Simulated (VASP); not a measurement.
Wanted: the native input for a VASP 6.6.1 run.

```
Task                   : single point
Functional             : PBE
Potentials or basis    : VASP PAW PBE potentials, release 64 (Cu_sv_GW, O)
Cutoff                 : 820 eV
k mesh                 : 10 × 10 × 5
Occupations            : gaussian, width 0.018 eV
Spin                   : no spin polarisation
Dipole correction      : no
Further INCAR settings : ALGO = Normal; EDIFF = 1e-06; NBANDS = 33
```

The structure of CuO lies in POSCAR:

```
CuO
1.0
    2.3418500000     -1.7113000000      0.0000000000
    2.3418500000      1.7113000000      0.0000000000
   -0.8500274268      0.0000000000      5.0578693947
Cu O
2 2
Direct
    0.5000000000      0.0000000000      0.5000000000
    0.0000000000      0.5000000000      0.0000000000
    0.4184000000      0.5816000000      0.7500000000
    0.5816000000      0.4184000000      0.2500000000
```

One way to write it, as run:

INCAR

```
SYSTEM = CuO
PREC = Accurate
ENCUT = 820
EDIFF = 1E-6
ISMEAR = 0
SIGMA = 0.018000000000000002
LREAL = .FALSE.
LASPH = .TRUE.
NELM = 120
ALGO = Normal
ISIF = 2
LWAVE = .FALSE.
LCHARG = .TRUE.
GGA = PE
LELF = .TRUE.
LVHAR = .TRUE.
NBANDS = 33
GGA_COMPAT = .FALSE.
```

KPOINTS

```
Automatic mesh
0
G
  10 10 5
  0 0 0
```

Potentials or basis: VASP PAW PBE potentials, release 64 (Cu_sv_GW, O).

Command:

```bash
$ cat potpaw_PBE.64/Cu_sv_GW/POTCAR potpaw_PBE.64/O/POTCAR > POTCAR
$ mpirun -np 1 vasp_std > vasp.out
```

It gave:

```yaml
Pressure: 4.8 GPa
Largest_force: 0.254 eV/Å
Band_gap_on_the_k_mesh: zero (bands 25 and 26 overlap by 0.60 eV)
```

Caveat: the cell stands under pressure; semilocal functionals often make such compounds metallic where correlation or magnetic order opens a gap, which also shifts bond lengths.

Wall time 4.3 min on 1 thread of Intel(R) Xeon(R) Platinum 8488C (Sapphire Rapids), on a shared host, peak memory 0.46 GiB.
